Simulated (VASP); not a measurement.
Set up this calculation in VASP 6.6.1, as the native input.

```yaml
Task: relaxation of cell and atoms
Functional: LDA
Potentials_or_basis: VASP PAW LDA potentials, release 64 (Se)
Cutoff: 500 eV
k_mesh: 20 × 20 × 20
Occupations: gaussian, width 0.1 eV
Spin: no spin polarisation
Target_pressure: 250 GPa
Dipole_correction: no
Further_INCAR_settings: ALGO = Normal; EDIFF = 1e-07; IBRION = 2; EDIFFG = -0.004; NSW = 70; ISIF = 3
```

The structure of Se lies in POSCAR:

```
Se
1.0
   -1.3470515870      1.3470515870      1.3470515870
    1.3470515870     -1.3470515870      1.3470515870
    1.3470515870      1.3470515870     -1.3470515870
Se
1
Direct
    0.0000000000      0.0000000000      0.0000000000
```

One way to write it, as run:

INCAR

```
SYSTEM = Se
ALGO = Normal ; EDIFF = 1E-7
EDIFFG = -0.004 ; ENCUT = 500
GGA = CA ; GGA_COMPAT = .False.
IBRION = 2 ; ISIF = 3
ISMEAR = 0 ; LASPH = .True.
LCHARG = .False. ; LREAL = .False.
LWAVE = .False. ; NELM = 120
NELMIN = 4 ; NSW = 70
PREC = Accurate ; PSTRESS = 2500.0
SIGMA = 0.1
```

KPOINTS

```
k-points
0
Gamma
  20 20 20
  0 0 0
```

Potentials or basis: VASP PAW LDA potentials, release 64 (Se).

The run is started by

```console
$ cat potpaw_LDA.64/Se/POTCAR > POTCAR
$ mpirun -np 1 vasp_std > vasp.out
```

It gave:

- Relaxed volume: 9.84 Å³/atom
- Relaxed cell: a = 2.338 Å, b = 2.338 Å, c = 2.338 Å, α = 109.47°, β = 109.47°, γ = 109.47°
- Space group after relaxing (to 0.05 Å): Im-3m (No. 229)
- Energy change on relaxing (the enthalpy is what falls): -96.6 meV/atom
- Ionic steps: 3
- Pressure after relaxing: 250.0 GPa
- Band gap on the k mesh: zero (band 3 reaches 27.20 eV, above the bottom of band 4 at 8.73 eV)

Caveat: the cell is relaxed towards a set pressure, so the enthalpy falls and the energy may rise.

Run time: 52 s on 1 thread of Intel Xeon 8259CL, on a shared host, peak memory 0.13 GiB.
